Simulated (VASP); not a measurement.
Runs of VASP 6.6.1 on MgO. The structure is that of space group Fm-3m (No. 225), or close to it. The cells are those of the table. 

| cell | gap on the mesh (eV) | pressure (GPa) |
| --- | --- | --- |
| a = 3.020, b = 3.020, c = 3.114 Å, angles 59.0, 59.0, 57.9°, 2 atoms | 4.00 | -11.6 |
| a = 3.020, b = 3.020, c = 2.944 Å, angles 60.8, 60.8, 61.7°, 2 atoms | 4.07 | -11.6 |
| a = 3.021, b = 3.021, c = 3.133 Å, angles 58.8, 58.8, 57.5°, 2 atoms | (a) | (b) |
| a = 3.020, b = 3.020, c = 3.076 Å, angles 59.4, 59.4, 58.8°, 2 atoms | 4.13 | -11.7 |
| a = 3.020, b = 3.020, c = 3.038 Å, angles 59.8, 59.8, 59.6°, 2 atoms | 4.23 | -11.7 |

Alike in all rows: task single point; level LDA; potentials or basis VASP PAW LDA potentials, release 64 (Mg_sv, O); no spin polarisation; k mesh 10 × 10 × 10; cutoff (eV) 750; smearing gaussian 0.05 eV.

Task: Fill in the values left out.

Result: (a) 3.94; (b) -11.5.

Caveats: the cell stands under tension.

